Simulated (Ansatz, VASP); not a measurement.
SiC in VASP and in Ansatz

```xyz
4
Lattice="3.0755 0.0000 0.0000 -1.5377 2.6635 0.0000 0.0000 0.0000 5.0486" Properties=species:S:1:pos:R:3 pbc="T T T"
Si    0.0000    1.7756   -0.3155
Si    1.5377    0.8878    2.2087
C     0.0000    1.7756    2.2087
C     1.5377    0.8878    4.7330
```

Change from the starting cell: polar distortion scaled by 0.00.

Alike in both runs: task single point; functional r2SCAN; k mesh 9 × 9 × 6; no spin polarisation.

```csv
,VASP,Ansatz
version,VASP 6.6.1,Ansatz 0.2.0
potentials or method,"VASP PAW PBE potentials, release 64 (Si, C), cutoff 520 eV","scalar-relativistic, plane waves, PAW"
occupations,"gaussian, width 0.01 eV",fixed
valence electrons in the cell,16,16
```

|  | VASP | Ansatz | Ansatz less VASP |
| --- | --- | --- | --- |
| gap on the k mesh at the Fermi level (eV) | 1.06 | 1.06 | +0.002 |
| least direct gap on the mesh (eV) | 3.12 | 3.12 | -0.003 |
| pressure (GPa) | 10.5 | 10.8 | +0.39 |
| traceless stress, the component that is largest in VASP (GPa) | -8.20 | -8.64 | -0.436 |

VASP's potentials were made for PBE, not for r2SCAN.
